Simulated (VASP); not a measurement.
Wanted: the native input for a VASP 6.6.1 run.

```yaml
Task: single point
Functional: PBE
Dispersion: D3(BJ)
Potentials_or_basis: VASP PAW PBE potentials, release 64 (Sn_d, O)
Cutoff: 520 eV
k_mesh: 7 × 7 × 1
Occupations: gaussian, width 0.05 eV
Spin: no spin polarisation
Dipole_correction: yes
Further_INCAR_settings: ALGO = Normal; EDIFF = 1e-06; NBANDS = 50; NELMDL = -8
```

The structure of SnO lies in POSCAR:

```
SnO
1.0
    3.8201708766      0.0000000000      0.0000000000
    0.0000000000      3.8201708766      0.0000000000
    0.0000000000      0.0000000000     22.2260720666
Sn O
4 4
Direct
    0.5000000000      0.0000000000      0.2024649244
    0.0000000000      0.5000000000      0.3087831270
    0.2500000000      0.7500000000      0.5067488308
   -0.2500000000      1.2500000000      0.6130670334
    0.0000000000      0.0000000000      0.2556240257
    0.5000000000      0.5000000000      0.2556240257
   -0.2500000000      0.7500000000      0.5599079321
    0.2500000000      1.2500000000      0.5599079321
```

This cell differs from its parent crystal: layers slid over each other.

One way to write it, as run:

INCAR

```
  PREC = Accurate
  ENCUT = 520
  EDIFF = 1E-6
  ISMEAR = 0
  SIGMA = 0.05
  LREAL = F
  LASPH = T
  NELM = 120
  ALGO = Normal
  ISIF = 2
  LWAVE = F
  LCHARG = T
  LDIPOL = T
  IDIPOL = 3
  DIPOL = 0.5 0.5 0.408
  GGA = PE
  IVDW = 12
  LELF = T
  LVHAR = T
  LVACPOTAV = T
  NBANDS = 50
  GGA_COMPAT = F
  NELMDL = -8
```

KPOINTS

```
regular mesh
0
Gamma
  7 7 1
```

Potentials or basis: VASP PAW PBE potentials, release 64 (Sn_d, O).

Run with:

```console
$ cat potpaw_PBE.64/Sn_d/POTCAR potpaw_PBE.64/O/POTCAR > POTCAR
$ mpirun -np 1 vasp_std > vasp.out
```

Results of the run:

```
Largest force              : 0.140 eV/Å
Band gap on the k mesh     : 2.58 eV (least direct gap 2.61 eV)
Dispersion energy per atom : -0.153 eV
```

Caveat: the cell differs from its parent crystal (layers slid over each other); spin-orbit coupling is left out, which moves the levels of the heavy elements.

Run time: 7.8 min on 1 thread of Oxide Virtual Turin-like Processor, with other jobs on the host, peak memory 0.43 GiB.
